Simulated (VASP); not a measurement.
Wanted: the native input for a VASP 6.6.1 run.

```yaml
Task: single point
Functional: PBEsol
Potentials_or_basis: VASP PAW PBE potentials, release 64 (W_sv, S)
Cutoff: 520 eV
k_mesh: 7 × 7 × 2
Occupations: gaussian, width 0.05 eV
Spin: collinear spin, antiferromagnetic start
Starting_moments: "[1.41, -1.41, 0.14, -0.14, 0.14, -0.14] μB"
Hubbard_terms: W d U = 8.0 eV
Dipole_correction: no
Further_INCAR_settings: ALGO = Normal; EDIFF = 1e-06; NBANDS = 39
```

The structure of WS2 lies in POSCAR:

```
WS2
1.0
    3.1799994900      0.0000000000      0.0000000000
   -1.5899997400      2.7539603400      0.0000000000
    0.0000000000      0.0000000000     12.4999993200
W S
2 4
Direct
    0.3333333333      0.6666666667      0.2500000000
    0.6666666667      0.3333333333      0.7500000000
    0.3333333333      0.6666666667      0.6200000000
    0.6666666667      0.3333333333      0.1200000000
    0.3333333333      0.6666666667      0.8800000000
    0.6666666667      0.3333333333      0.3800000000
```

One way to write it, as run:

INCAR

```
SYSTEM = WS2
PREC = Accurate
ENCUT = 520
EDIFF = 1E-6
ISMEAR = 0
SIGMA = 0.05
LREAL = .False.
LASPH = .True.
NELM = 150
ALGO = Normal
ISIF = 2
LWAVE = .False.
LCHARG = .False.
ISPIN = 2
MAGMOM = 1.41 -1.41 0.14 -0.14 0.14 -0.14
LORBIT = 11
LMAXMIX = 4
LDAU = .True.
LDAUTYPE = 2
LDAUL = 2 -1
LDAUU = 8 0
LDAUJ = 0 0
LDAUPRINT = 1
GGA = PS
NBANDS = 39
```

KPOINTS

```
Automatic mesh
0
Gamma
  7 7 2
  0 0 0
```

Potentials or basis: VASP PAW PBE potentials, release 64 (W_sv, S).

Launch:

```console
$ cat potpaw_PBE.64/W_sv/POTCAR potpaw_PBE.64/S/POTCAR > POTCAR
$ mpirun -np 1 vasp_std > vasp.out
```

It gave:

- Pressure: -1.8 GPa
- Largest force: 0.542 eV/Å
- Band gap on the k mesh: 1.13 eV, indirect (least direct gap 2.17 eV)
- Net moment: 0.00 μB per cell
- Valence electrons inside the program's atomic spheres: W 11.75; S 3.70

Caveat: the PAW data sets were made with another functional, which shifts forces and pressure a little; spin-orbit coupling is left out, which moves the levels of the heavy elements; this functional lacks dispersion, which binds the layers, so the pressure and a relaxed spacing across them are unreliable.

Wall time 5.5 min on 1 thread of AMD EPYC 7R13, on a shared host, peak memory 0.28 GiB.
